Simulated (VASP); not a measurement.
# Li4C in VASP: a series of runs

Li4C is run at these levels: PBE; tasks: single point.

Program: VASP 6.6.1. These are calculated values, not measurements. Logs are shortened: lines on timing, memory, paths and dates and some standing lists are left out, and cuts for length are marked.

## Step 1: The cell of the first run

The typed cell holds 10 atoms: a = 4.098 Å, b = 4.098 Å, c = 7.933 Å, α = 90.00°, β = 90.00°, γ = 90.00°.

## Step 2: Single point, PBE

INCAR reads:

```
SYSTEM = Li4C
ALGO     = Normal         ! electronic algorithm
EDIFF    = 1E-6           ! SCF threshold, eV
ENCUT    = 520            ! plane-wave cutoff, eV
GGA      = PE             ! functional
ISIF     = 2              ! what is computed and relaxed
ISMEAR   = 0              ! smearing method
LASPH    = .True.         ! aspherical terms in the spheres
LCHARG   = .True.         ! write CHGCAR
LELF     = .True.         ! ELF
LREAL    = .False.        ! projectors in reciprocal space
LVHAR    = .True.       
LWAVE    = .False.        ! write WAVECAR
NBANDS   = 27             ! bands
NELM     = 100            ! most SCF steps
PREC     = Accurate       ! precision mode
SIGMA    = 0.1            ! smearing width, eV
```

KPOINTS reads:

```
k-points
0
Gamma
  4 4 4
  0 0 0
```

POSCAR reads:

```
Li4C
1.0
    4.0981943853      0.0000000000      0.0000000000
    0.0000000000      4.0981943853      0.0000000000
    0.0000000000      0.0000000000      7.9325221933
Li C
8 2
Direct
    0.5000000000      0.0000000000      1.0072916993
    0.0000000000      0.5000000000      0.5072490276
    0.5000000000      0.0000000000      0.4927509724
    0.0000000000      0.5000000000     -0.0072916993
    0.5000000000      0.5000000000      0.7500047797
    0.0000000000      0.0000000000      0.2499960149
    0.0000000000      0.0000000000      0.7500039851
    0.5000000000      0.5000000000      0.2499952203
    0.5000000000      0.0000000000      0.7500195226
    0.0000000000      0.5000000000      0.2499804774
```

Potentials or basis: VASP PAW PBE potentials, release 64 (Li_sv, C).

The run is started by

```
$ cat potpaw_PBE.64/Li_sv/POTCAR potpaw_PBE.64/C/POTCAR > POTCAR
$ mpirun -np 1 vasp_std > vasp.out
```

OUTCAR:

```text
SYSTEM = Li4C
   EDIFF = 1E-6
   ENCUT = 520
   GGA = PE
   ISIF = 2
   ISMEAR = 0
   LASPH = .True.
   LREAL = .False.
   NELM = 100
   PREC = Accurate

 ion  position               nearest neighbor table
   1  0.500  0.000  0.007-   9 2.04
   2  0.000  0.500  0.507-  10 2.04
   3  0.500  0.000  0.493-   9 2.04
   4  0.000  0.500  0.993-  10 2.04
   5  0.500  0.500  0.750-   9 2.05   9 2.05
   6  0.000  0.000  0.250-  10 2.05  10 2.05
   7  0.000  0.000  0.750-   9 2.05   9 2.05
   8  0.500  0.500  0.250-  10 2.05  10 2.05
   9  0.500  0.000  0.750-   3 2.04   1 2.04   5 2.05   5 2.05   7 2.05   7 2.05
  10  0.000  0.500  0.250-   2 2.04   4 2.04   8 2.05   8 2.05   6 2.05   6 2.05

  LATTYP: Found a simple tetragonal cell.
 ALAT       =     4.0981943853
 C/A-ratio  =     1.9356139430

  Lattice vectors:

 A1 = (   4.0981943853,   0.0000000000,   0.0000000000)
 A2 = (   0.0000000000,   4.0981943853,   0.0000000000)
 A3 = (   0.0000000000,   0.0000000000,   7.9325221933)

Analysis of symmetry for initial positions (statically):
=====================================================================
 Subroutine PRICEL returns:
 Original cell was already a primitive cell.

 Routine SETGRP: Setting up the symmetry group for a
 simple tetragonal supercell.

 Subroutine GETGRP returns: Found 16 space group operations
 (whereof  8 operations were pure point group operations)
 out of a pool of 16 trial point group operations.

The static configuration has the point symmetry D_2d.
 The point group associated with its full space group is D_4h.

Analysis of symmetry for dynamics (positions and initial velocities):
=====================================================================
 Subroutine PRICEL returns:
 Original cell was already a primitive cell.

 Routine SETGRP: Setting up the symmetry group for a
 simple tetragonal supercell.

 Subroutine GETGRP returns: Found 16 space group operations
 (whereof  8 operations were pure point group operations)
 out of a pool of 16 trial point group operations.

The dynamic configuration has the point symmetry D_2d.
 The point group associated with its full space group is D_4h.

 Subroutine INISYM returns: Found 16 space group operations
 (whereof  8 operations are pure point group operations),
 and found     1 'primitive' translations

----------------------------------------------------------------------------------------

                                     Primitive cell

[... 107 lines left out ...]
   POTIM  = 0.5000    time-step for ionic-motion
   TEBEG  =    0.0;   TEEND  =   0.0 temperature during run
   PSTRESS=    0.0 pullay stress
   NELECT =      32.0000    total number of electrons
   NUPDOWN=      -1.0000    fix difference up-down
   EMIN   =  10.00;   EMAX   =-10.00  energy-range for DOS
   EFERMI =   0.00;   METHOD = LEGACY
   ISMEAR =     0;   SIGMA  =   0.10  broadening in eV -4-tet -1-fermi 0-gaus
   EFERMI_NEDOS =   21; number of points for ismear=-14 and -15
   IALGO  =     38    algorithm
   IMIX   =      4    mixing-type and parameters
     AMIX     =   0.40;   BMIX     =  1.00
     AMIX_MAG =   1.60;   BMIX_MAG =  1.00
  volume/ion in A,a.u.               =      13.32        89.91
  Fermi-wavevector in a.u.,A,eV,Ry     =   1.017637  1.923054 14.089977  1.035584
  Thomas-Fermi vector in A             =   2.151049
   LORBIT       =      0    0 simple, 1 ext, 2 COOP (PROOUT), +10 PAW based schemes
   GGA     = PE    functional components
   LHFCALC =     F    Hartree Fock is set to
   AEXX    =    0.0000 exact exchange contribution
   IVDW    =     0    specifies the selected vdW correction
   LEPSILON=     F    determine dielectric tensor
   LRPA    =     F    only Hartree local field effects (RPA)
 non-spin polarized calculation
 Gauss-broadening in eV      SIGMA  =   0.10
  energy-cutoff  :      520.00
  volume of cell :      133.23
 maximum number of plane-waves:      3612
   NGX = 15   NGY = 15   NGZ = 29

 number of electron      32.0000020 magnetization

 Free energy of the ion-electron system (eV)
  ---------------------------------------------------
  ext. energy  EPLUGINS =         0.00000000
  ---------------------------------------------------
  free energy    TOTEN  =       -30.91149722 eV

  energy without entropy =      -30.90847474  energy(sigma->0) =      -30.90998598

 E-fermi :   1.2126     XC(G=0):  -8.1542

 val. band max:        1.1907533115   @ k =   0.5000   0.5000   0.0000
 cond. band min:       1.5924107989   @ k =   0.0000   0.0000   0.2500
 fundamental gap:      0.4016574875
 Fermi energy:         1.2126367129

 k-point     1 :       0.0000    0.0000    0.0000
  band No.  band energies     occupation
      1     -44.4021      2.00000
      2     -44.4012      2.00000
      3     -44.3792      2.00000
      4     -44.3788      2.00000
      5     -43.1285      2.00000
      6     -43.1281      2.00000
[... 529 lines left out ...]
     26       9.9549      0.00000
     27       9.9551      0.00000

------------------------ aborting loop because EDIFF is reached ----------------------------------------

  FORCE on cell =-STRESS in cart. coord.  units (eV):
  Direction    XX          YY          ZZ          XY          YZ          ZX
  --------------------------------------------------------------------------------------
  -------------------------------------------------------------------------------------
  Total        0.2650701      0.2650701      0.1708661      0.0000000      0.0000000      0.0000000
  in kB        3.1876812      3.1876812      2.0548029      0.0000000      0.0000000      0.0000000
  external PRESSURE =       2.8100551 kB  Pullay stress =       0.0000000 kB

 VOLUME and BASIS-vectors are now :
 -----------------------------------------------------------------------------
  energy-cutoff  :      520.00
  volume of cell :      133.23
      direct lattice vectors                 reciprocal lattice vectors
     4.098194385  0.000000000  0.000000000     0.244009899  0.000000000  0.000000000
     0.000000000  4.098194385  0.000000000     0.000000000  0.244009899  0.000000000
     0.000000000  0.000000000  7.932522193     0.000000000  0.000000000  0.126063309

 POSITION                                       TOTAL-FORCE (eV/Angst)
 -----------------------------------------------------------------------------------
      2.04910      0.00000      0.05784         0.000000      0.000000      0.009914
      0.00000      2.04910      4.02376         0.000000     -0.000000      0.010321
      2.04910      0.00000      3.90876        -0.000000      0.000000     -0.010321
      0.00000      2.04910      7.87468         0.000000      0.000000     -0.009914
      2.04910      2.04910      5.94943         0.000000      0.000000     -0.000006
      0.00000      0.00000      1.98310         0.000000     -0.000000      0.000006
      0.00000      0.00000      5.94942         0.000000      0.000000     -0.000006
      2.04910      2.04910      1.98309        -0.000000      0.000000      0.000006
      2.04910      0.00000      5.94955        -0.000000      0.000000     -0.000074
      0.00000      2.04910      1.98298         0.000000      0.000000      0.000074
 -----------------------------------------------------------------------------------
    total drift:                                0.000000      0.000000      0.000000

  FREE ENERGIE OF THE ION-ELECTRON SYSTEM (eV)
  ---------------------------------------------------
  free  energy   TOTEN  =       -30.9114972166 eV

  energy  without entropy=      -30.9084747432  energy(sigma->0) =      -30.90998598
```

stdout:

```text
POSCAR found type information on POSCAR LiC
 POSCAR found :  2 types and      10 ions
 scaLAPACK will be used
 LDA part: xc-table for (Slater+PW92), standard interpolation
 POSCAR, INCAR and KPOINTS ok, starting setup
 FFT: planning ... GRIDC
 FFT: planning ... GRID_SOFT
 FFT: planning ... GRID
 WAVECAR not read
 entering main loop
```

Run time: 79 s. Hardware: 1 thread of AMD EPYC 7R13 (Zen 3), shared host; peak memory 0.2 GiB.

Results:

```yaml
Free_energy: -30.9115 eV
Largest_force: 0.010 eV/Å
Band_gap_on_the_k_mesh: zero (band 16 reaches 1.19 eV, above the bottom of band 17 at 1.08 eV)
```

Forces on the atoms (eV/Å):
```
Li   0.000  0.000  0.010
Li   0.000  0.000  0.010
Li   0.000  0.000 -0.010
Li   0.000  0.000 -0.010
Li   0.000  0.000  0.000
Li   0.000  0.000  0.000
Li   0.000  0.000  0.000
Li   0.000  0.000  0.000
C    0.000  0.000  0.000
C    0.000  0.000  0.000
```

Caveat: the k points lie up to 0.38 Å⁻¹ apart; the cutoff is under 1.25 times the usual one of these potentials, so pressure, stress and relaxed cells hold a basis-set (Pulay) error.

## Step 3: Single point, PBE, collinear spin, ferromagnetic start

This run uses another cell than the first one: it holds 5 atoms, not 10.

INCAR reads:

```
PREC = Accurate
ENCUT = 520
EDIFF = 1E-6
ISMEAR = 0
SIGMA = 0.1
LREAL = F
LASPH = T
NELM = 150
ALGO = Normal
ISIF = 2
LWAVE = F
LCHARG = T
ISPIN = 2
MAGMOM = 0 0 0 0 1
LORBIT = 11
GGA = PE
LELF = T
LVHAR = T
NBANDS = 20
```

KPOINTS reads:

```
regular mesh
0
Gamma
  6 6 6
```

POSCAR reads:

```
Li4C
1.0
   -2.0490971927      2.0490971927      3.9662610966
    2.0490971927     -2.0490971927      3.9662610966
    2.0490971927      2.0490971927     -3.9662610966
Li C
4 1
Direct
    0.7572703635      0.7572703635      0.0000000000
    0.2427296365      0.2427296365      0.0000000000
    0.0000000000      0.5000000000      0.5000000000
    0.5000000000      0.0000000000      0.5000000000
    0.5000000000      0.5000000000      0.0000000000
```

Potentials or basis: VASP PAW PBE potentials, release 64 (Li_sv, C).

The run is started by

```
$ cat potpaw_PBE.64/Li_sv/POTCAR potpaw_PBE.64/C/POTCAR > POTCAR
$ mpirun -np 1 vasp_std > vasp.out
```

Wall time 2.3 min (1 thread of AMD EPYC 7R13 (Zen 3), shared host); peak memory 0.27 GiB.

Results (log left out):

```yaml
Free_energy: -15.4690 eV
Largest_force: 0.012 eV/Å
Band_gap_on_the_k_mesh: zero (filled and empty bands overlap)
Net_moment: 0.00 μB per cell
Valence_electrons_inside_the_program's_atomic_spheres: Li 2.10, 2.13; C 2.23
```

Forces on the atoms (eV/Å):
```
Li   0.000  0.000  0.012
Li   0.000  0.000 -0.012
Li   0.000  0.000  0.000
Li   0.000  0.000  0.000
C    0.000  0.000  0.000
```

Levels at points of the mesh, in eV from the Fermi level:
Spin up:
| k point | band 6 | band 7 | band 8 | band 9 | band 10 | band 11 |
| --- | --- | --- | --- | --- | --- | --- |
| (0.00, 0.00, 0.00) | -0.71 | -0.37 | -0.37 | -0.14 | 4.52 | 4.52 |
| (0.50, 0.00, 0.00) | -2.19 | -0.65 | -0.22 | 0.93 | 3.76 | 4.88 |
| (0.50, 0.50, 0.00) | -1.46 | -0.14 | -0.03 | 0.39 | 0.68 | 4.29 |
| (0.50, 0.50, 0.50) | -2.52 | -0.92 | -0.92 | 2.09 | 3.46 | 6.00 |
Spin down:
| k point | band 6 | band 7 | band 8 | band 9 | band 10 | band 11 |
| --- | --- | --- | --- | --- | --- | --- |
| (0.00, 0.00, 0.00) | -0.71 | -0.37 | -0.37 | -0.14 | 4.52 | 4.52 |
| (0.50, 0.00, 0.00) | -2.19 | -0.65 | -0.22 | 0.93 | 3.77 | 4.88 |
| (0.50, 0.50, 0.00) | -1.46 | -0.14 | -0.03 | 0.39 | 0.68 | 4.29 |
| (0.50, 0.50, 0.50) | -2.52 | -0.92 | -0.92 | 2.09 | 3.46 | 6.00 |

Caveat: the k points lie up to 0.36 Å⁻¹ apart; the cutoff is under 1.25 times the usual one of these potentials, so pressure, stress and relaxed cells hold a basis-set (Pulay) error.
